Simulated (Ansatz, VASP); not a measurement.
**One calculation of PdRhC4N4, two programs**

```
Pd Rh C N
1.0
     6.00802    0.00000    0.00000
     0.00000    6.00802    0.00000
     0.00000    0.00000    6.00802
Pd Rh C N
1 1 4 4
Direct
  0.50000 0.50000 0.50000
  0.00000 0.00000 0.00000
  0.18795 0.18795 0.18795
  0.18795 0.81205 0.81205
  0.81205 0.18795 0.81205
  0.81205 0.81205 0.18795
  0.30140 0.30140 0.30140
  0.30140 0.69860 0.69860
  0.69860 0.30140 0.69860
  0.69860 0.69860 0.30140
```

Alike in both runs: functional PBE; k mesh 4 × 4 × 4; occupations gaussian, width 0.1 eV; collinear spin.

Ansatz relaxed the structure, and its values are those at the end. VASP's run is a single point on that final structure, the one shown.

```csv
,VASP,Ansatz
version,VASP 6.6.1,Ansatz 0.2.0
potentials or method,"VASP PAW PBE potentials, release 64 (Pd, Rh_pv, C, N), cutoff 520 eV","scalar-relativistic, plane waves, PAW"
valence electrons in the cell,61,71
```

|  | VASP | Ansatz | Ansatz less VASP |
| --- | --- | --- | --- |
| gap on the k mesh at the Fermi level (eV) | none | none | - |
| pressure (GPa) | 0.4 | 0.2 | -0.23 |
| rms of the force components (eV/Å) | 0.165 | 0.008 | -0.1572 |
| net moment per atom (μB) | 0.10 | 0.10 | 0.000 |
| size of the moment on the site where the two differ most (μB) | 0.81 | 0.59 | -0.213 |

Site moments also hang on the region over which each program counts them. A gap of «none» marks a metal or a gap that the smearing closes. One of these differences is far larger than is usual between the two programs; its cause wasn't traced. VASP's potentials hold 61 valence electrons a cell and Ansatz's 71, so a difference there can come from the potentials and not from the codes.

Noted on VASP's run: the standard files for N, O and F lose accuracy on very short bonds.
